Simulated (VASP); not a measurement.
A run of VASP 6.6.1 is set up as follows.

The input INCAR:

```
ALGO = Normal ; EDIFF = 1E-6
EDIFFG = -0.02 ; ENCUT = 600
GGA = CA ; IBRION = 2
ISIF = 3 ; ISMEAR = 0
LASPH = True ; LCHARG = False
LREAL = False ; LWAVE = False
NELM = 60 ; NSW = 80
PREC = Accurate ; SIGMA = 0.1
```

File KPOINTS:

```
k-points
0
Gamma
  5 5 5
```

The input POSCAR:

```
Li3Mg
1.0
    0.0000000000      3.4288800000      3.4288800000
    3.4288800000      0.0000000000      3.4288800000
    3.4288800000      3.4288800000      0.0000000000
Li Mg
3 1
Direct
    0.2500000000      0.2500000000      0.2500000000
    0.5000000000      0.5000000000      0.5000000000
    0.7500000000      0.7500000000      0.7500000000
    0.0000000000      0.0000000000      0.0000000000
```

Potentials or basis: VASP PAW LDA potentials, release 64 (Li_sv, Mg).

Run with:

```sh
$ cat potpaw_LDA.64/Li_sv/POTCAR potpaw_LDA.64/Mg/POTCAR > POTCAR
$ mpirun -np 1 vasp_std > vasp.out
```

(1) Estimate the relaxed cell.

(2) What does it give for the relaxed volume?

(3) What does it give for the space group after relaxing (to 0.05 Å)?

Results:

(1) a = 4.744 Å, b = 4.744 Å, c = 4.744 Å, α = 60.00°, β = 60.00°, γ = 60.00°.

(2) 18.87 Å³/atom.

(3) Fm-3m (No. 225).

Caveat: the cutoff is under 1.25 times the usual one of these potentials, so pressure, stress and relaxed cells hold a basis-set (Pulay) error.
